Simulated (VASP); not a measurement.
# NaCl (Fm-3m) in VASP: a series of runs

The runs below take NaCl through single point, with PBE.

Everything below comes from runs of VASP 6.6.1. Logs are shortened: lines on timing, memory, paths and dates and some standing lists are left out, and cuts for length are marked.

**1. The cell of the first run**

It takes space group Fm-3m (No. 225, cubic). Conventional cell: a = 5.374 Å, b = 5.374 Å, c = 5.374 Å, α = 90.00°, β = 90.00°, γ = 90.00°. Within 3.5 Å of Na (site symmetry m-3m) lie 6 Cl at 2.69 Å. Within 3.5 Å of Cl (site symmetry m-3m) lie 6 Na at 2.69 Å.

**2. Single point, PBE (volume scaled by 0.840)**

Contents of INCAR:

```
ALGO = Normal
EDIFF = 1E-6
ENCUT = 520
GGA = PE
ISIF = 2
ISMEAR = 0
LASPH = T
LCHARG = T
LELF = T
LREAL = F
LVHAR = T
LWAVE = F
NBANDS = 14
NELM = 60
PREC = Accurate
SIGMA = 0.05
```

Contents of KPOINTS:

```
k-points
0
Gamma
  8 8 8
```

Contents of POSCAR:

```
NaCl
1.0
    0.0000000000      2.6871703931      2.6871703931
    2.6871703931      0.0000000000      2.6871703931
    2.6871703931      2.6871703931      0.0000000000
Na Cl
1 1
Direct
    0.0000000000      0.0000000000      0.0000000000
    0.5000000000      0.5000000000      0.5000000000
```

Potentials or basis: VASP PAW PBE potentials, release 64 (Na_pv, Cl).

On the command line:

```console
$ cat potpaw_PBE.64/Na_pv/POTCAR potpaw_PBE.64/Cl/POTCAR > POTCAR
$ mpirun -np 1 vasp_std > vasp.out
```

OUTCAR:

```text
EDIFF = 1E-6
   ENCUT = 520
   GGA = PE
   ISIF = 2
   ISMEAR = 0
   LASPH = T
   LREAL = F
   NELM = 60
   PREC = Accurate

 ion  position               nearest neighbor table
   1  0.000  0.000  0.000-   2 2.69   2 2.69   2 2.69   2 2.69   2 2.69   2 2.69
   2  0.500  0.500  0.500-   1 2.69   1 2.69   1 2.69   1 2.69   1 2.69   1 2.69

  LATTYP: Found a face centered cubic cell.
 ALAT       =     5.3743407862

  Lattice vectors:

 A1 = (   0.0000000000,   2.6871703931,   2.6871703931)
 A2 = (   2.6871703931,   0.0000000000,   2.6871703931)
 A3 = (   2.6871703931,   2.6871703931,   0.0000000000)

Analysis of symmetry for initial positions (statically):
=====================================================================
 Subroutine PRICEL returns:
 Original cell was already a primitive cell.

 Routine SETGRP: Setting up the symmetry group for a
 face centered cubic supercell.

 Subroutine GETGRP returns: Found 48 space group operations
 (whereof 48 operations were pure point group operations)
 out of a pool of 48 trial point group operations.

The static configuration has the point symmetry O_h .

Analysis of symmetry for dynamics (positions and initial velocities):
=====================================================================
 Subroutine PRICEL returns:
 Original cell was already a primitive cell.

 Routine SETGRP: Setting up the symmetry group for a
 face centered cubic supercell.

 Subroutine GETGRP returns: Found 48 space group operations
 (whereof 48 operations were pure point group operations)
 out of a pool of 48 trial point group operations.

The dynamic configuration has the point symmetry O_h .

 Subroutine INISYM returns: Found 48 space group operations
 (whereof 48 operations are pure point group operations),
 and found     1 'primitive' translations

----------------------------------------------------------------------------------------

                                     Primitive cell

  volume of cell :      38.8075

  direct lattice vectors                    reciprocal lattice vectors
     0.000000000  2.687170393  2.687170393    -0.186069332  0.186069332  0.186069332
     2.687170393  0.000000000  2.687170393     0.186069332 -0.186069332  0.186069332
     2.687170393  2.687170393  0.000000000     0.186069332  0.186069332 -0.186069332

  length of vectors
     3.800232814  3.800232814  3.800232814     0.322281537  0.322281537  0.322281537

  position of ions in fractional coordinates (direct lattice)
     0.000000000  0.000000000  0.000000000
     0.500000000  0.500000000  0.500000000
[... 88 lines left out ...]
   NELECT =      14.0000    total number of electrons
   NUPDOWN=      -1.0000    fix difference up-down
   EMIN   =  10.00;   EMAX   =-10.00  energy-range for DOS
   EFERMI =   0.00;   METHOD = LEGACY
   ISMEAR =     0;   SIGMA  =   0.05  broadening in eV -4-tet -1-fermi 0-gaus
   EFERMI_NEDOS =   21; number of points for ismear=-14 and -15
   IALGO  =     38    algorithm
   IMIX   =      4    mixing-type and parameters
     AMIX     =   0.40;   BMIX     =  1.00
     AMIX_MAG =   1.60;   BMIX_MAG =  1.00
  volume/ion in A,a.u.               =      19.40       130.94
  Fermi-wavevector in a.u.,A,eV,Ry     =   1.165411  2.202307 18.479187  1.358182
  Thomas-Fermi vector in A             =   2.301937
   LORBIT       =      0    0 simple, 1 ext, 2 COOP (PROOUT), +10 PAW based schemes
   GGA     = PE    functional components
   LHFCALC =     F    Hartree Fock is set to
   AEXX    =    0.0000 exact exchange contribution
   IVDW    =     0    specifies the selected vdW correction
   LEPSILON=     F    determine dielectric tensor
   LRPA    =     F    only Hartree local field effects (RPA)
 non-spin polarized calculation
 Gauss-broadening in eV      SIGMA  =   0.05
  energy-cutoff  :      520.00
  volume of cell :       38.81
 maximum number of plane-waves:      1056
   NGX = 15   NGY = 15   NGZ = 15

 number of electron      13.9999997 magnetization

 Free energy of the ion-electron system (eV)
  ---------------------------------------------------
  ext. energy  EPLUGINS =         0.00000000
  ---------------------------------------------------
  free energy    TOTEN  =        -6.65566636 eV

  energy without entropy =       -6.65566636  energy(sigma->0) =       -6.65566636

 E-fermi :   0.5040     XC(G=0):  -8.8036

 val. band max:        0.1961241235   @ k =   0.0000   0.0000   0.0000
 cond. band min:       5.9236039080   @ k =   0.0000   0.0000   0.0000
 fundamental gap:      5.7274797844
 Fermi energy:         0.5039554154

 k-point     1 :       0.0000    0.0000    0.0000
  band No.  band energies     occupation
      1     -20.3883      2.00000
      2     -20.3883      2.00000
      3     -20.3883      2.00000
      4     -12.8392      2.00000
      5       0.1961      2.00000
      6       0.1961      2.00000
      7       0.1961      2.00000
      8       5.9236      0.00000
      9      11.4291      0.00000
     10      11.4291      0.00000
     11      11.4291      0.00000
     12      13.7917      0.00000
     13      13.7917      0.00000
     14      15.6398      0.00000
[... 377 lines left out ...]
      1     -20.4341      2.00000
      2     -20.4031      2.00000
      3     -20.3960      2.00000
      4     -12.2811      2.00000
      5      -1.8742      2.00000
      6      -0.7835      2.00000
      7      -0.3422      2.00000
      8       8.8842      0.00000
      9      10.2614      0.00000
     10      11.1441      0.00000
     11      12.4518      0.00000
     12      15.2954      0.00000
     13      16.8072      0.00000
     14      17.7231      0.00000

 [... further k-points ...]

------------------------ aborting loop because EDIFF is reached ----------------------------------------

  FORCE on cell =-STRESS in cart. coord.  units (eV):
  Direction    XX          YY          ZZ          XY          YZ          ZX
  --------------------------------------------------------------------------------------
  -------------------------------------------------------------------------------------
  Total        1.4935277      1.4935277      1.4935277      0.0000000      0.0000000      0.0000000
  in kB       61.6606730     61.6606730     61.6606730      0.0000000      0.0000000      0.0000000
  external PRESSURE =      61.6606730 kB  Pullay stress =       0.0000000 kB

 VOLUME and BASIS-vectors are now :
 -----------------------------------------------------------------------------
  energy-cutoff  :      520.00
  volume of cell :       38.81
      direct lattice vectors                 reciprocal lattice vectors
     0.000000000  2.687170393  2.687170393    -0.186069332  0.186069332  0.186069332
     2.687170393  0.000000000  2.687170393     0.186069332 -0.186069332  0.186069332
     2.687170393  2.687170393  0.000000000     0.186069332  0.186069332 -0.186069332

 POSITION                                       TOTAL-FORCE (eV/Angst)
 -----------------------------------------------------------------------------------
      0.00000      0.00000      0.00000         0.000000      0.000000      0.000000
      2.68717      2.68717      2.68717         0.000000      0.000000     -0.000000
 -----------------------------------------------------------------------------------
    total drift:                                0.000000      0.000000      0.000000

  FREE ENERGIE OF THE ION-ELECTRON SYSTEM (eV)
  ---------------------------------------------------
  free  energy   TOTEN  =        -6.6556663561 eV

  energy  without entropy=       -6.6556663561  energy(sigma->0) =       -6.65566636
```

OSZICAR:

```text
N       E                     dE             d eps       ncg     rms          rms(c)
DAV:   1     0.103294645616E+03    0.10329E+03   -0.72049E+03   818   0.105E+03
DAV:   2     0.617711237659E+00   -0.10268E+03   -0.94618E+02   886   0.284E+02
DAV:   3    -0.672845852888E+01   -0.73462E+01   -0.73095E+01  1064   0.708E+01
DAV:   4    -0.683422770909E+01   -0.10577E+00   -0.10573E+00   944   0.906E+00
DAV:   5    -0.683646104304E+01   -0.22333E-02   -0.22332E-02  1042   0.132E+00    0.224E+00
DAV:   6    -0.666346973019E+01    0.17299E+00   -0.26620E-01  1028   0.334E+00    0.170E+00
DAV:   7    -0.665117633946E+01    0.12293E-01   -0.80135E-02  1068   0.178E+00    0.115E+00
DAV:   8    -0.665571801956E+01   -0.45417E-02   -0.84521E-03   944   0.850E-01    0.310E-01
DAV:   9    -0.665559758393E+01    0.12044E-03   -0.20544E-04  1004   0.123E-01    0.141E-01
DAV:  10    -0.665566859378E+01   -0.71010E-04   -0.17089E-04   986   0.129E-01    0.341E-02
DAV:  11    -0.665566582669E+01    0.27671E-05   -0.10733E-05  1004   0.370E-02    0.553E-03
DAV:  12    -0.665566635614E+01   -0.52945E-06   -0.11453E-06   974   0.122E-02
   1 F= -.66556664E+01 E0= -.66556664E+01  d E =-.571117E-20
```

stdout:

```text
POSCAR found type information on POSCAR NaCl
 POSCAR found :  2 types and       2 ions
 scaLAPACK will be used
 LDA part: xc-table for (Slater+PW92), standard interpolation
 POSCAR, INCAR and KPOINTS ok, starting setup
 FFT: planning ... GRIDC
 FFT: planning ... GRID_SOFT
 FFT: planning ... GRID
 WAVECAR not read
 entering main loop
```

It took 10 s on 1 thread of Intel Xeon Platinum 8375C at 2.90GHz (Ice Lake), shared host; peak memory 0.15 GiB.

What came out:

| Property | Result |
| --- | --- |
| Free energy | -6.6557 eV |
| Pressure | 6.2 GPa |
| Band gap on the k mesh | 5.73 eV, direct |

Caveat: the cell differs from its parent crystal (volume scaled by 0.840).

**3. Single point, PBE (volume scaled by 0.880)**

Contents of INCAR:

```
SYSTEM = NaCl
PREC     = Accurate       ! precision mode
ENCUT    = 520            ! plane-wave cutoff, eV
EDIFF    = 1E-7           ! SCF threshold, eV
ISMEAR   = 0              ! smearing method
SIGMA    = 0.05           ! smearing width, eV
LREAL    = .False.        ! projectors in reciprocal space
LASPH    = .True.         ! aspherical terms in the spheres
NELM     = 60             ! most SCF steps
ALGO     = Normal         ! electronic algorithm
ISIF     = 2              ! what is computed and relaxed
LWAVE    = .False.        ! write WAVECAR
LCHARG   = .True.         ! write CHGCAR
GGA      = PE             ! functional
LELF     = .True.         ! ELF
LVHAR    = .True.       
NBANDS   = 14             ! bands
```

Contents of KPOINTS:

```
Automatic mesh
0
Gamma
  8 8 8
  0 0 0
```

Contents of POSCAR:

```
NaCl
1.0
    0.0000000000      2.7291642134      2.7291642134
    2.7291642134      0.0000000000      2.7291642134
    2.7291642134      2.7291642134      0.0000000000
Na Cl
1 1
Direct
    0.0000000000      0.0000000000      0.0000000000
    0.5000000000      0.5000000000      0.5000000000
```

Potentials or basis: VASP PAW PBE potentials, release 64 (Na_pv, Cl).

On the command line:

```console
$ cat potpaw_PBE.64/Na_pv/POTCAR potpaw_PBE.64/Cl/POTCAR > POTCAR
$ mpirun -np 1 vasp_std > vasp.out
```

Wall time 16 s (1 thread of Intel Xeon Platinum 8375C at 2.90GHz (Ice Lake), shared host); peak memory 0.16 GiB.

Results (log left out):

```yaml
Free_energy: -6.7147 eV
Pressure: 4.0 GPa
Band_gap_on_the_k_mesh: 5.51 eV, direct
```

Levels at points of the mesh, in eV from the valence-band top:
```tsv
k point	band 5	band 6	band 7	band 8	band 9	band 10
(0.00, 0.00, 0.00)	0.00	0.00	0.00	5.51	11.21	11.21
(0.50, 0.00, 0.00)	-2.24	-0.32	-0.32	7.44	11.20	11.20
(0.50, 0.50, 0.00)	-1.93	-0.70	-0.70	7.82	7.98	12.04
```

Caveat: the cell differs from its parent crystal (volume scaled by 0.880).

**4. Single point, PBE (volume scaled by 0.920)**

Contents of INCAR:

```
ALGO = Normal ; EDIFF = 1E-6
ENCUT = 520 ; GGA = PE
ISIF = 2 ; ISMEAR = 0
LASPH = T ; LCHARG = F
LREAL = F ; LWAVE = F
NBANDS = 14 ; NELM = 60
PREC = Accurate ; SIGMA = 0.05
```

Contents of KPOINTS:

```
k-points
0
Gamma
  8 8 8
```

Contents of POSCAR:

```
NaCl
1.0
    0.0000000000      2.7699040139      2.7699040139
    2.7699040139      0.0000000000      2.7699040139
    2.7699040139      2.7699040139      0.0000000000
Na Cl
1 1
Direct
    0.0000000000      0.0000000000      0.0000000000
    0.5000000000      0.5000000000      0.5000000000
```

Potentials or basis: VASP PAW PBE potentials, release 64 (Na_pv, Cl).

On the command line:

```console
$ cat potpaw_PBE.64/Na_pv/POTCAR potpaw_PBE.64/Cl/POTCAR > POTCAR
$ mpirun -np 1 vasp_std > vasp.out
```

OUTCAR:

```text
EDIFF = 1E-6
   ENCUT = 520
   GGA = PE
   ISIF = 2
   ISMEAR = 0
   LASPH = T
   LREAL = F
   NELM = 60
   PREC = Accurate

 ion  position               nearest neighbor table
   1  0.000  0.000  0.000-
   2  0.500  0.500  0.500-

  LATTYP: Found a face centered cubic cell.
 ALAT       =     5.5398080278

  Lattice vectors:

 A1 = (   0.0000000000,   2.7699040139,   2.7699040139)
 A2 = (   2.7699040139,   0.0000000000,   2.7699040139)
 A3 = (   2.7699040139,   2.7699040139,   0.0000000000)

Analysis of symmetry for initial positions (statically):
=====================================================================
 Subroutine PRICEL returns:
 Original cell was already a primitive cell.

 Routine SETGRP: Setting up the symmetry group for a
 face centered cubic supercell.

 Subroutine GETGRP returns: Found 48 space group operations
 (whereof 48 operations were pure point group operations)
 out of a pool of 48 trial point group operations.

The static configuration has the point symmetry O_h .

Analysis of symmetry for dynamics (positions and initial velocities):
[... 173 lines left out ...]
      5      -0.4088      2.00000
      6      -0.4088      2.00000
      7      -0.4088      2.00000
      8       4.9139      0.00000
      9      10.7626      0.00000
     10      10.7626      0.00000
     11      10.7626      0.00000
     12      12.9950      0.00000
     13      12.9950      0.00000
     14      14.6909      0.00000
[... 377 lines left out ...]
      1     -21.1595      2.00000
      2     -21.1395      2.00000
      3     -21.1347      2.00000
      4     -12.7642      2.00000
      5      -2.2050      2.00000
      6      -1.2454      2.00000
      7      -0.8633      2.00000
      8       8.0584      0.00000
      9       9.3547      0.00000
     10      10.0850      0.00000
     11      11.5219      0.00000
     12      14.2217      0.00000
     13      15.5641      0.00000
     14      16.5485      0.00000

 [... further k-points ...]

------------------------ aborting loop because EDIFF is reached ----------------------------------------

  FORCE on cell =-STRESS in cart. coord.  units (eV):
  Direction    XX          YY          ZZ          XY          YZ          ZX
  --------------------------------------------------------------------------------------
  -------------------------------------------------------------------------------------
  Total        0.6284290      0.6284290      0.6284290      0.0000000      0.0000000     -0.0000000
  in kB       23.6887767     23.6887767     23.6887767      0.0000000      0.0000000     -0.0000000
  external PRESSURE =      23.6887767 kB  Pullay stress =       0.0000000 kB

 VOLUME and BASIS-vectors are now :
 -----------------------------------------------------------------------------
  energy-cutoff  :      520.00
  volume of cell :       42.50
      direct lattice vectors                 reciprocal lattice vectors
     0.000000000  2.769904014  2.769904014    -0.180511670  0.180511670  0.180511670
     2.769904014  0.000000000  2.769904014     0.180511670 -0.180511670  0.180511670
     2.769904014  2.769904014  0.000000000     0.180511670  0.180511670 -0.180511670

 POSITION                                       TOTAL-FORCE (eV/Angst)
 -----------------------------------------------------------------------------------
      0.00000      0.00000      0.00000         0.000000      0.000000     -0.000000
      2.76990      2.76990      2.76990         0.000000     -0.000000      0.000000
 -----------------------------------------------------------------------------------
    total drift:                               -0.000000      0.000000      0.000000

  FREE ENERGIE OF THE ION-ELECTRON SYSTEM (eV)
  ---------------------------------------------------
  free  energy   TOTEN  =        -6.7519165195 eV

  energy  without entropy=       -6.7519165195  energy(sigma->0) =       -6.75191652
```

Wall time 12 s (1 thread of Intel Xeon Platinum 8375C at 2.90GHz (Ice Lake), shared host); peak memory 0.16 GiB.

What came out:

| Quantity | Value |
| --- | --- |
| Free energy | -6.7519 eV |
| Pressure | 2.4 GPa |
| Band gap on the k mesh | 5.32 eV, direct |

Levels at points of the mesh, in eV from the valence-band top:
| k point | band 3 | band 4 | band 5 | band 6 | band 7 | band 8 | band 9 | band 10 | band 11 | band 12 |
| --- | --- | --- | --- | --- | --- | --- | --- | --- | --- | --- |
| (0.00, 0.00, 0.00) | -20.72 | -12.79 | 0.00 | 0.00 | 0.00 | 5.32 | 11.17 | 11.17 | 11.17 | 13.40 |
| (0.50, 0.00, 0.00) | -20.72 | -12.39 | -2.09 | -0.29 | -0.29 | 7.37 | 11.07 | 11.10 | 11.10 | 15.35 |
| (0.50, 0.50, 0.00) | -20.73 | -12.34 | -1.80 | -0.65 | -0.65 | 7.69 | 8.03 | 11.71 | 15.27 | 15.27 |

Caveat: the cell differs from its parent crystal (volume scaled by 0.920).

**5. Single point, PBE**

This run uses another cell than the first one, of 22.19 Å³/atom, 1.143 times its volume.

Contents of INCAR:

```
ALGO     = Normal         # electronic algorithm
EDIFF    = 1E-7           # SCF threshold, eV
ENCUT    = 520            # plane-wave cutoff, eV
GGA      = PE             # functional
ISIF     = 2              # what is computed and relaxed
ISMEAR   = 0              # smearing method
LASPH    = T              # aspherical terms in the spheres
LCHARG   = F              # write CHGCAR
LREAL    = F              # projectors in reciprocal space
LWAVE    = F              # write WAVECAR
NBANDS   = 14             # bands
NELM     = 100            # most SCF steps
PREC     = Accurate       # precision mode
SIGMA    = 0.05           # smearing width, eV
```

KPOINTS is that of step 4.

Contents of POSCAR:

```
NaCl
1.0
    0.0000000000      2.8100000000      2.8100000000
    2.8100000000      0.0000000000      2.8100000000
    2.8100000000      2.8100000000      0.0000000000
Na Cl
1 1
Direct
    0.0000000000      0.0000000000      0.0000000000
    0.5000000000      0.5000000000      0.5000000000
```

On the command line:

```console
$ cat potpaw_PBE.64/Na_pv/POTCAR potpaw_PBE.64/Cl/POTCAR > POTCAR
$ mpirun -np 1 vasp_std > vasp.out
```

It took 15 s on 1 thread of Intel Xeon Platinum 8375C at 2.90GHz (Ice Lake), shared host; peak memory 0.16 GiB.

Results (log left out):

```yaml
Free_energy: -6.7720 eV
Pressure: 1.0 GPa
Band_gap_on_the_k_mesh: 5.15 eV, direct
```

Levels at points of the mesh, in eV from the valence-band top:
```tsv
k point	band 3	band 4	band 5	band 6	band 7	band 8	band 9	band 10	band 11	band 12
(0.00, 0.00, 0.00)	-20.80	-12.68	0.00	0.00	0.00	5.15	11.13	11.13	11.13	13.31
(0.50, 0.00, 0.00)	-20.80	-12.33	-1.96	-0.27	-0.27	7.29	10.71	11.00	11.00	15.06
(0.50, 0.50, 0.00)	-20.81	-12.29	-1.69	-0.61	-0.61	7.57	8.07	11.40	14.87	14.87
```

As with any semilocal functional, this PBE gap is likely too small.

**6. Summary**

```tsv
cell	gap on the mesh (eV)	pressure (GPa)
a = 3.800 Å, angles 60.0°, 2 atoms	5.73	6.2
a = 3.860 Å, angles 60.0°, 2 atoms	5.51	4.0
a = 3.917 Å, angles 60.0°, 2 atoms	5.32	2.4
a = 3.974 Å, angles 60.0°, 2 atoms	5.15	1.0
```

Alike in all rows: task single point; level PBE; potentials or basis VASP PAW PBE potentials, release 64 (Na_pv, Cl); no spin polarisation; k mesh 8 × 8 × 8; cutoff (eV) 520; smearing gaussian 0.05 eV.

Absolute energies hang on the potentials; compare differences alone.
